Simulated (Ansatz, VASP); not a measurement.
Two plane-wave programs on BN

```
N B
1.0
     0.00000    1.79487    1.81300
     1.79487    0.00000    1.81300
     1.79487    1.79487    0.00000
N B
1 1
Direct
  0.25000 0.25000 0.25000
  0.00000 0.00000 0.00000
```

Alike in both runs: task single point; functional PBEsol; k mesh 11 × 11 × 11; occupations fermi-dirac, width 0.05 eV; no spin polarisation.

```csv
,VASP,Ansatz
version,VASP 6.6.1,Ansatz 0.2.0
potentials or method,"VASP PAW PBE potentials, release 64 (N, B)",Ansatz PAW
plane-wave cutoff (eV),600,420
valence electrons in the cell,8,8
```

```tsv
	VASP	Ansatz	Ansatz less VASP
gap on the k mesh at the Fermi level (eV)	4.31	4.32	+0.012
least direct gap on the mesh (eV)	8.76	8.76	+0.008
pressure (GPa)	1.6	1.3	-0.34
traceless stress, the component that is largest in VASP (GPa)	-4.16	-4.16	+0.002
```

VASP's potentials were made for PBE, not for PBEsol.

Noted on Ansatz's run: Pulay correction over one GPa; odd divisions of the mesh miss points on the zone boundary, where band edges often lie, so the gap on the mesh can be too wide.
